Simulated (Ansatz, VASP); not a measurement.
# Two plane-wave programs on CeO2

File POSCAR:

```
CeO2
1.0
    0.0000000000      2.6551674956      2.6551674956
    2.6551674956      0.0000000000      2.6551674956
    2.6551674956      2.6551674956      0.0000000000
Ce O
1 2
Direct
    0.0000000000      0.0000000000      0.0000000000
    0.2500000000      0.2500000000      0.2500000000
    0.7500000000      0.7500000000      0.7500000000
```

File INCAR.step1:

```
ALGO = Normal
EDIFF = 1E-5
ENCUT = 520
GGA = PE
ISIF = 2
ISMEAR = -1
LASPH = True
LREAL = False
LWAVE = True
NBANDS = 19
NELM = 80
PREC = Accurate
SIGMA = 0.05
```

INCAR.step2

```
ALGO = Normal
EDIFF = 1E-6
ENCUT = 520
GGA = PE
HFSCREEN = 0.2079
ISIF = 2
ISMEAR = -1
ISTART = 1
LASPH = True
LCHARG = True
LELF = True
LHFCALC = True
LREAL = False
LVHAR = True
LWAVE = False
NBANDS = 19
NELM = 80
PREC = Accurate
PRECFOCK = Normal
SIGMA = 0.05
```

File KPOINTS:

```
k-points
0
Gamma
  4 4 4
```

Input for Ansatz:

```yaml
crystal:
  lattice:
    - [0.0, 2.655167495577, 2.655167495577]
    - [2.655167495577, 0.0, 2.655167495577]
    - [2.655167495577, 2.655167495577, 0.0]
  atoms:
    - { symbol: Ce, position: [0.0, 0.0, 0.0] }
    - { symbol: O, position: [0.25, 0.25, 0.25] }
    - { symbol: O, position: [0.75, 0.75, 0.75] }
kpoints:
  mp_grid: { grid: [4, 4, 4] }
hamiltonian:
  xc: hse06
  pseudopotentials: { kind: paw }
scf:
  occupations: { method: fermi_dirac, width: 0.05 }
output:
  forces: true
  stress: true
  eigenvalues: true
```

Alike in both runs: task single point; functional HSE06; k mesh 4 × 4 × 4; occupations fermi-dirac, width 0.05 eV; no spin polarisation.

|  | VASP | Ansatz |
| --- | --- | --- |
| version | VASP 6.6.1 | Ansatz 0.2.0 development build |
| potentials or method | VASP PAW PBE potentials, release 64 (Ce, O) | plane waves, PAW datasets (generated soft set 1) |
| plane-wave cutoff (eV) | 520 | 420 |
| valence electrons in the cell | 24 | 24 |

|  | VASP | Ansatz | Ansatz less VASP |
| --- | --- | --- | --- |
| gap on the k mesh at the Fermi level (eV) | 3.78 | 3.84 | +0.056 |

Ansatz's warnings: stress exchange threshold loose, stress scf threshold loose.

The k mesh is coarse, so the values compare programs but aren't converged. Spin-orbit coupling is off throughout.
